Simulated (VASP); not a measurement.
# GaN (F-43m) in VASP: further runs

The runs below take GaN through single point, with PBE, B3LYP5.

Program: VASP 6.6.1. These are calculated values, not measurements. Logs are shortened: lines on timing, memory, paths and dates and some standing lists are left out, and cuts for length are marked.

### 1 The cell of the first run

The structure is cubic, space group F-43m (No. 216). Conventional cell: a = 4.477 Å, b = 4.477 Å, c = 4.477 Å, α = 90.00°, β = 90.00°, γ = 90.00°. Ga (site symmetry -43m) has 4 N at 1.94 Å within 2.6 Å. N (site symmetry -43m) has 4 Ga at 1.94 Å within 2.6 Å.

### 2 Single point, PBE, non-collinear spin, zero start, spin-orbit coupling

The input, INCAR:

```
PREC = Accurate
ENCUT = 520
EDIFF = 1E-6
ISMEAR = -1
SIGMA = 0.05
LREAL = F
LASPH = T
NELM = 150
ALGO = Normal
ISIF = 2
LWAVE = F
LCHARG = F
LNONCOLLINEAR = T
MAGMOM = 0 0 0 0 0 0
LORBIT = 11
LSORBIT = T
GGA_COMPAT = F
LORBMOM = T
GGA = PE
NBANDS = 30
```

The input, KPOINTS:

```
regular mesh
0
Gamma
  10 10 10
```

The input, POSCAR:

```
GaN
1.0
    0.0000000000      2.2383759866      2.2383759866
    2.2383759866      0.0000000000      2.2383759866
    2.2383759866      2.2383759866      0.0000000000
Ga N
1 1
Direct
    0.0000000000      0.0000000000      0.0000000000
    0.2500000000      0.2500000000      0.2500000000
```

Potentials or basis: VASP PAW PBE potentials, release 64 (Ga_d, N).

The run is started by

```sh
cat potpaw_PBE.64/Ga_d/POTCAR potpaw_PBE.64/N/POTCAR > POTCAR
mpirun -np 1 vasp_ncl > vasp.out
```

OUTCAR:

```text
PREC = Accurate
   ENCUT = 520
   EDIFF = 1E-6
   ISMEAR = -1
   LREAL = F
   LASPH = T
   NELM = 150
   ISIF = 2
   LNONCOLLINEAR = T
   LORBIT = 11
   LSORBIT = T
   GGA = PE

 ion  position               nearest neighbor table
   1  0.000  0.000  0.000-   2 1.94   2 1.94   2 1.94   2 1.94
   2  0.250  0.250  0.250-   1 1.94   1 1.94   1 1.94   1 1.94

  LATTYP: Found a face centered cubic cell.
 ALAT       =     4.4767519732

  Lattice vectors:

 A1 = (   0.0000000000,   2.2383759866,   2.2383759866)
 A2 = (   2.2383759866,   0.0000000000,   2.2383759866)
 A3 = (   2.2383759866,   2.2383759866,   0.0000000000)

Analysis of symmetry for initial positions (statically):
=====================================================================
 Subroutine PRICEL returns:
 Original cell was already a primitive cell.

 Routine SETGRP: Setting up the symmetry group for a
 face centered cubic supercell.

 Subroutine GETGRP returns: Found 24 space group operations
 (whereof 24 operations were pure point group operations)
 out of a pool of 48 trial point group operations.

The static configuration has the point symmetry T_d .

Analysis of symmetry for dynamics (positions and initial velocities):
=====================================================================
 Subroutine PRICEL returns:
 Original cell was already a primitive cell.

 Routine SETGRP: Setting up the symmetry group for a
 face centered cubic supercell.

 Subroutine GETGRP returns: Found 24 space group operations
 (whereof 24 operations were pure point group operations)
 out of a pool of 48 trial point group operations.

The dynamic configuration has the point symmetry T_d .

Analysis of structural, dynamic, and magnetic symmetry:
=====================================================================
 Subroutine PRICEL returns:
 Original cell was already a primitive cell.

 Routine SETGRP: Setting up the symmetry group for a
 face centered cubic supercell.

 Subroutine GETGRP returns: Found 24 space group operations
 (whereof 24 operations were pure point group operations)
 out of a pool of 48 trial point group operations.

The overall configuration has the point symmetry T_d .

 Subroutine INISYM returns: Found 24 space group operations
 (whereof 24 operations are pure point group operations),
 and found     1 'primitive' translations
[... 967 lines left out ...]
      0.00000      0.00000      0.00000         0.000000      0.000000      0.000000
      1.11919      1.11919      1.11919        -0.000000     -0.000000     -0.000000
 -----------------------------------------------------------------------------------
    total drift:                                0.000002      0.000002      0.000002

  FREE ENERGIE OF THE ION-ELECTRON SYSTEM (eV)
  ---------------------------------------------------
  free  energy   TOTEN  =       -12.1282037663 eV

  energy  without entropy=      -12.1282037662  energy(sigma->0) =      -12.12820377

 orbital moment (x)

 # of ion     p       d       tot
 ----------------------------------------
  1         0.000   0.000   0.000
  2        -0.000   0.000  -0.000
 ----------------------------------------
            0.000   0.000   0.000

 orbital moment (y)

 # of ion     p       d       tot
 ----------------------------------------
  1         0.000  -0.000   0.000
  2        -0.000   0.000  -0.000
 ----------------------------------------
            0.000  -0.000   0.000

 orbital moment (z)

 # of ion     p       d       tot
 ----------------------------------------
  1         0.000   0.000   0.000
  2        -0.000   0.000  -0.000
 ----------------------------------------
           -0.000   0.000   0.000

 Spin-Orbit-Coupling matrix elements

 Ion:    1  E_soc:     -0.0108921
 l=   1
     0.0000000    -0.0009916    -0.0009916
    -0.0009916     0.0000000    -0.0009916
    -0.0009916    -0.0009916     0.0000000
 l=   2
     0.0000000    -0.0001721     0.0000000    -0.0001721    -0.0006516
    -0.0001721     0.0000000    -0.0004887    -0.0001721    -0.0001629
     0.0000000    -0.0004887     0.0000000    -0.0004887     0.0000000
    -0.0001721    -0.0001721    -0.0004887     0.0000000    -0.0001629
    -0.0006516    -0.0001629     0.0000000    -0.0001629     0.0000000
 l=   3
     0.0000000     0.0000000     0.0000000     0.0000000     0.0000000     0.0000000     0.0000000
     0.0000000     0.0000000     0.0000000     0.0000000     0.0000000     0.0000000     0.0000000
     0.0000000     0.0000000     0.0000000     0.0000000     0.0000000     0.0000000     0.0000000
     0.0000000     0.0000000     0.0000000     0.0000000     0.0000000     0.0000000     0.0000000
     0.0000000     0.0000000     0.0000000     0.0000000     0.0000000     0.0000000     0.0000000
     0.0000000     0.0000000     0.0000000     0.0000000     0.0000000     0.0000000     0.0000000
     0.0000000     0.0000000     0.0000000     0.0000000     0.0000000     0.0000000     0.0000000

 Ion:    2  E_soc:     -0.0000958
 l=   1
     0.0000000    -0.0000160    -0.0000160
    -0.0000160     0.0000000    -0.0000160
    -0.0000160    -0.0000160     0.0000000
 l=   2
     0.0000000     0.0000000     0.0000000     0.0000000     0.0000000
     0.0000000     0.0000000     0.0000000     0.0000000     0.0000000
     0.0000000     0.0000000     0.0000000     0.0000000     0.0000000
     0.0000000     0.0000000     0.0000000     0.0000000     0.0000000
     0.0000000     0.0000000     0.0000000     0.0000000     0.0000000
 l=   3
     0.0000000     0.0000000     0.0000000     0.0000000     0.0000000     0.0000000     0.0000000
     0.0000000     0.0000000     0.0000000     0.0000000     0.0000000     0.0000000     0.0000000
     0.0000000     0.0000000     0.0000000     0.0000000     0.0000000     0.0000000     0.0000000
     0.0000000     0.0000000     0.0000000     0.0000000     0.0000000     0.0000000     0.0000000
     0.0000000     0.0000000     0.0000000     0.0000000     0.0000000     0.0000000     0.0000000
     0.0000000     0.0000000     0.0000000     0.0000000     0.0000000     0.0000000     0.0000000
     0.0000000     0.0000000     0.0000000     0.0000000     0.0000000     0.0000000     0.0000000

 total charge

# of ion       s       p       d       tot
------------------------------------------
    1        0.793   0.923  10.191  11.907
    2        1.224   2.535   0.000   3.759
--------------------------------------------------
tot          2.018   3.458  10.191  15.666

 magnetization (x)

# of ion       s       p       d       tot
------------------------------------------
    1        0.000   0.000   0.000   0.000
    2       -0.000  -0.000   0.000  -0.000
--------------------------------------------------
tot         -0.000   0.000   0.000   0.000

 magnetization (y)

# of ion       s       p       d       tot
------------------------------------------
    1        0.000   0.000   0.000   0.000
    2        0.000   0.000   0.000   0.000
--------------------------------------------------
tot          0.000   0.000   0.000   0.000

 magnetization (z)

# of ion       s       p       d       tot
------------------------------------------
    1       -0.000  -0.000  -0.000  -0.000
    2        0.000  -0.000   0.000  -0.000
--------------------------------------------------
tot          0.000  -0.000  -0.000  -0.000
```

OSZICAR:

```text
N       E                     dE             d eps       ncg     rms          rms(c)
DAV:   1     0.141073111412E+03    0.14107E+03   -0.85273E+03  5346   0.221E+03
DAV:   2     0.500993709539E+01   -0.13606E+03   -0.12579E+03  4506   0.480E+02
DAV:   3    -0.135354524078E+02   -0.18545E+02   -0.18216E+02  4998   0.131E+02
DAV:   4    -0.141493176675E+02   -0.61387E+00   -0.61264E+00  5018   0.261E+01
DAV:   5    -0.141607081009E+02   -0.11390E-01   -0.11390E-01  5140   0.356E+00    0.778E+00
DAV:   6    -0.120986547112E+02    0.20621E+01   -0.36764E+00  7190   0.432E+01    0.235E+00
DAV:   7    -0.121361716226E+02   -0.37517E-01   -0.58821E-01  4716   0.777E+00    0.185E+00
DAV:   8    -0.121391656305E+02   -0.29940E-02   -0.78165E-02  6746   0.450E+00    0.109E+00
DAV:   9    -0.121277506640E+02    0.11415E-01   -0.25710E-02  6480   0.377E+00    0.258E-01
DAV:  10    -0.121283164255E+02   -0.56576E-03   -0.26349E-03  5632   0.667E-01    0.180E-01
DAV:  11    -0.121281982785E+02    0.11815E-03   -0.40047E-04  6662   0.544E-01    0.525E-02
DAV:  12    -0.121282037813E+02   -0.55027E-05   -0.72490E-05  4776   0.733E-02    0.404E-02
DAV:  13    -0.121282225947E+02   -0.18813E-04   -0.77012E-05  6590   0.136E-01    0.105E-01
DAV:  14    -0.121282033028E+02    0.19292E-04   -0.34112E-05  5244   0.911E-02    0.625E-03
DAV:  15    -0.121282037663E+02   -0.46344E-06   -0.50236E-06  4908   0.193E-02
   1 F= -.12128204E+02 E0= -.12128204E+02  d E =-.843870E-10  mag=    -0.0000    -0.0000     0.0000
```

It took 44 s on 1 thread of Intel Xeon 6975P-C (Granite Rapids), shared host; peak memory 0.23 GiB.

What came out:

```
Free energy                                           : -12.1282 eV
Pressure                                              : 9.1 GPa
Net moment                                            : 0.00 μB per cell
Valence electrons inside the program's atomic spheres : Ga 11.91; N 3.76
```

Moments on the atoms (μB; x, y, z):
```
Ga  0.00 0.00 0.00
N   0.00 0.00 0.00
```

Caveat: the cell stands under pressure.

### 3 Single point, PBE, non-collinear spin, zero start, spin-orbit coupling

This run uses another cell than the first one, of 11.44 Å³/atom.

The input, INCAR:

```
SYSTEM = GaN
ALGO = Normal
EDIFF = 1E-7
ENCUT = 520
GGA = PE
GGA_COMPAT = .FALSE.
ISIF = 2
ISMEAR = -1
LASPH = .TRUE.
LCHARG = .FALSE.
LNONCOLLINEAR = .TRUE.
LORBIT = 11
LORBMOM = .TRUE.
LREAL = .FALSE.
LSORBIT = .TRUE.
LWAVE = .FALSE.
MAGMOM = 0 0 0 0 0 0
NBANDS = 30
NELM = 150
PREC = Accurate
SIGMA = 0.05
```

The input, KPOINTS:

```
k-points
0
G
  10 10 10
  0 0 0
```

The input, POSCAR:

```
GaN
1.0
    0.0000000000      2.2535006075      2.2535006075
    2.2535006075      0.0000000000      2.2535006075
    2.2535006075      2.2535006075      0.0000000000
Ga N
1 1
Direct
    0.0000000000      0.0000000000      0.0000000000
    0.2500000000      0.2500000000      0.2500000000
```

Potentials or basis: VASP PAW PBE potentials, release 64 (Ga_d, N).

The run is started by

```sh
cat potpaw_PBE.64/Ga_d/POTCAR potpaw_PBE.64/N/POTCAR > POTCAR
mpirun -np 1 vasp_ncl > vasp.out
```

Wall time 44 s (1 thread of Intel Xeon 6975P-C (Granite Rapids), shared host); peak memory 0.24 GiB.

Results (log left out):

| Quantity | Value |
| --- | --- |
| Free energy | -12.1486 eV |
| Pressure | 5.0 GPa |
| Net moment | 0.00 μB per cell |
| Valence electrons inside the program's atomic spheres | Ga 11.87; N 3.74 |

Moments on the atoms (μB; x, y, z):
```
Ga  0.00 0.00 0.00
N   0.00 0.00 0.00
```

Caveat: the cell stands under pressure.

(Continued in part 2 of 2.)
